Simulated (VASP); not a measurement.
# MgF2 (P4_2/mnm) in VASP: notebook, part 2 of 2

VASP 6.6.1. The steps go on from the part before.

## (3) Single point, r2SCAN

This run uses another cell than the first one, of 10.85 Å³/atom.

The input, POSCAR:

```
MgF2
1.0
    4.6220165262      0.0000000000      0.0000000000
    0.0000000000      4.6220165262      0.0000000000
    0.0000000000      0.0000000000      3.0461144335
Mg F
2 4
Direct
    0.0000000000      0.0000000000      0.0000000000
    0.5000000000      0.5000000000      0.5000000000
    0.3029508178      0.3029508178      0.0000000000
    0.1970491822      0.8029508178      0.5000000000
    0.6970491822      0.6970491822      0.0000000000
    0.8029508178      0.1970491822      0.5000000000
```

The input, INCAR.step1:

```
  PREC = Accurate
  ENCUT = 920
  ISMEAR = -1
  SIGMA = 0.02
  LREAL = F
  LASPH = T
  NELM = 120
  NBANDS = 33
  GGA = PE
  ALGO = Normal
  EDIFF = 1E-5
  LWAVE = T
  LCHARG = F
  GGA_COMPAT = F
```

The input, INCAR.step2:

```
  PREC = Accurate
  ENCUT = 920
  EDIFF = 1E-6
  ISMEAR = -1
  SIGMA = 0.02
  LREAL = F
  LASPH = T
  NELM = 120
  ALGO = Normal
  ISIF = 2
  LWAVE = F
  LCHARG = T
  METAGGA = R2SCAN
  LMIXTAU = T
  LELF = T
  LVHAR = T
  NBANDS = 33
  ISTART = 1
  GGA_COMPAT = F
```

The input, KPOINTS:

```
regular mesh
0
Gamma
  6 6 8
```

Potentials or basis: VASP PAW PBE potentials, release 64 (Mg_sv, F).

Started as:

```sh
> cat potpaw_PBE.64/Mg_sv/POTCAR potpaw_PBE.64/F/POTCAR > POTCAR
> cp INCAR.step1 INCAR
> mpirun -np 1 vasp_std > vasp.out
> cp INCAR.step2 INCAR
> mpirun -np 1 vasp_std > vasp.out
```

OUTCAR:

```text
PREC = Accurate
   ENCUT = 920
   EDIFF = 1E-6
   ISMEAR = -1
   LREAL = F
   LASPH = T
   NELM = 120
   ISIF = 2
   METAGGA = R2SCAN
   ISTART = 1

 ion  position               nearest neighbor table
   1  0.000  0.000  0.000-   3 1.98   5 1.98   4 1.99   6 1.99   4 1.99   6 1.99
   2  0.500  0.500  0.500-   4 1.98   6 1.98   5 1.99   3 1.99   3 1.99   5 1.99
   3  0.303  0.303  0.000-   1 1.98   2 1.99   2 1.99
   4  0.197  0.803  0.500-   2 1.98   1 1.99   1 1.99
   5  0.697  0.697  0.000-   1 1.98   2 1.99   2 1.99
   6  0.803  0.197  0.500-   2 1.98   1 1.99   1 1.99

  LATTYP: Found a simple tetragonal cell.
 ALAT       =     4.6220165262
 C/A-ratio  =     0.6590444704

  Lattice vectors:

 A1 = (   4.6220165262,   0.0000000000,   0.0000000000)
 A2 = (   0.0000000000,   4.6220165262,   0.0000000000)
 A3 = (   0.0000000000,   0.0000000000,   3.0461144335)

Analysis of symmetry for initial positions (statically):
=====================================================================
 Subroutine PRICEL returns:
 Original cell was already a primitive cell.

 Routine SETGRP: Setting up the symmetry group for a
 simple tetragonal supercell.

 Subroutine GETGRP returns: Found 16 space group operations
 (whereof  8 operations were pure point group operations)
 out of a pool of 16 trial point group operations.

The static configuration has the point symmetry D_2h.
 The point group associated with its full space group is D_4h.

Analysis of symmetry for dynamics (positions and initial velocities):
=====================================================================
 Subroutine PRICEL returns:
 Original cell was already a primitive cell.

[... 132 lines left out ...]
   EFERMI_NEDOS =   21; number of points for ismear=-14 and -15
   IALGO  =     38    algorithm
   IMIX   =      4    mixing-type and parameters
     AMIX     =   0.40;   BMIX     =  1.00
     AMIX_MAG =   1.60;   BMIX_MAG =  1.00
  volume/ion in A,a.u.               =      10.85        73.19
  Fermi-wavevector in a.u.,A,eV,Ry     =   1.479173  2.795231 29.768887  2.187951
  Thomas-Fermi vector in A             =   2.593363
   LORBIT       =      0    0 simple, 1 ext, 2 COOP (PROOUT), +10 PAW based schemes
   METAGGA = R2SCAN    functional components
   LHFCALC =     F    Hartree Fock is set to
   AEXX    =    0.0000 exact exchange contribution
   IVDW    =     0    specifies the selected vdW correction
   LEPSILON=     F    determine dielectric tensor
   LRPA    =     F    only Hartree local field effects (RPA)
 non-spin polarized calculation
  energy-cutoff  :      920.00
  volume of cell :       65.07
 maximum number of plane-waves:      4152
 NGX is ok and might be reduce to    48
   NGX = 23   NGY = 23   NGZ = 15

 number of electron      48.0000013 magnetization

 Free energy of the ion-electron system (eV)
  ---------------------------------------------------
  ext. energy  EPLUGINS =         0.00000000
  ---------------------------------------------------
  free energy    TOTEN  =       -43.83136507 eV

  energy without entropy =      -43.83136507  energy(sigma->0) =      -43.83136507

 E-fermi :  -1.5587     XC(G=0): -10.5143

 val. band max:       -2.0021507070   @ k =   0.0000   0.0000   0.0000
 cond. band min:       6.0718326991   @ k =   0.0000   0.0000   0.0000
 fundamental gap:      8.0739834061
 Fermi energy:        -1.5586728482

 k-point     1 :       0.0000    0.0000    0.0000
  band No.  band energies     occupation
      1     -75.2701      2.00000
      2     -75.2691      2.00000
      3     -40.4148      2.00000
      4     -40.4148      2.00000
      5     -40.3846      2.00000
      6     -40.3846      2.00000
[... 853 lines left out ...]
     32      15.5197      0.00000
     33      16.9961      0.00000

 [... further k-points ...]

------------------------ aborting loop because EDIFF is reached ----------------------------------------

  FORCE on cell =-STRESS in cart. coord.  units (eV):
  Direction    XX          YY          ZZ          XY          YZ          ZX
  --------------------------------------------------------------------------------------
  -------------------------------------------------------------------------------------
  Total        0.0911987      0.0911987      0.2096817      0.0000000      0.0000000      0.0000000
  in kB        2.2453821      2.2453821      5.1625219      0.0000000      0.0000000      0.0000000
  external PRESSURE =       3.2177621 kB  Pullay stress =       0.0000000 kB

 VOLUME and BASIS-vectors are now :
 -----------------------------------------------------------------------------
  energy-cutoff  :      920.00
  volume of cell :       65.07
      direct lattice vectors                 reciprocal lattice vectors
     4.622016526  0.000000000  0.000000000     0.216355782  0.000000000  0.000000000
     0.000000000  4.622016526  0.000000000     0.000000000  0.216355782  0.000000000
     0.000000000  0.000000000  3.046114434     0.000000000  0.000000000  0.328287076

 POSITION                                       TOTAL-FORCE (eV/Angst)
 -----------------------------------------------------------------------------------
      0.00000      0.00000      0.00000         0.000000      0.000000      0.000000
      2.31101      2.31101      1.52306         0.000000      0.000000      0.000000
      1.40024      1.40024      0.00000        -0.005264     -0.005264      0.000000
      0.91076      3.71125      1.52306         0.005264     -0.005264      0.000000
      3.22177      3.22177      0.00000         0.005264      0.005264     -0.000000
      3.71125      0.91076      1.52306        -0.005264      0.005264      0.000000
 -----------------------------------------------------------------------------------
    total drift:                               -0.000000      0.000000      0.000000

  FREE ENERGIE OF THE ION-ELECTRON SYSTEM (eV)
  ---------------------------------------------------
  free  energy   TOTEN  =       -43.8313650709 eV

  energy  without entropy=      -43.8313650709  energy(sigma->0) =      -43.83136507
```

OSZICAR.step1:

```text
N       E                     dE             d eps       ncg     rms          rms(c)
DAV:   1     0.647787533367E+03    0.64779E+03   -0.41292E+04  3308   0.246E+03
DAV:   2     0.100823130598E+02   -0.63771E+03   -0.61934E+03  3938   0.610E+02
DAV:   3    -0.310374161976E+02   -0.41120E+02   -0.40726E+02  4872   0.139E+02
DAV:   4    -0.338706040706E+02   -0.28332E+01   -0.28170E+01  4543   0.285E+01
DAV:   5    -0.340448527558E+02   -0.17425E+00   -0.17423E+00  4167   0.393E+00    0.120E+01
DAV:   6    -0.313923187329E+02    0.26525E+01   -0.79667E+00  3889   0.178E+01    0.437E+00
DAV:   7    -0.314128813063E+02   -0.20563E-01   -0.25915E-01  3996   0.340E+00    0.251E+00
DAV:   8    -0.314343372566E+02   -0.21456E-01   -0.69964E-02  3686   0.241E+00    0.270E-01
DAV:   9    -0.314348872949E+02   -0.55004E-03   -0.10205E-02  4186   0.642E-01    0.159E-01
DAV:  10    -0.314354014088E+02   -0.51411E-03   -0.10931E-03  3721   0.243E-01    0.316E-02
DAV:  11    -0.314354004974E+02    0.91145E-06   -0.40225E-05  3770   0.452E-02
   1 F= -.31435400E+02 E0= -.31435400E+02  d E =-.274392E-14
```

It took 8.5 min on 1 thread of Intel Xeon Platinum 8259CL at 2.50GHz (Skylake/Cascade Lake), shared host; peak memory 0.39 GiB.

What came out:

```
Free energy            : -43.8314 eV
Pressure               : 0.3 GPa
Largest force          : 0.007 eV/Å
Band gap on the k mesh : 8.07 eV
```

Forces in eV/Å, atoms in the order of the input:
```
Mg   0.000  0.000  0.000
Mg   0.000  0.000  0.000
F   -0.005 -0.005  0.000
F    0.005 -0.005  0.000
F    0.005  0.005  0.000
F   -0.005  0.005  0.000
```

Caveat: the PAW data sets were made with another functional, which shifts forces and pressure a little. A k mesh can miss the band edges.
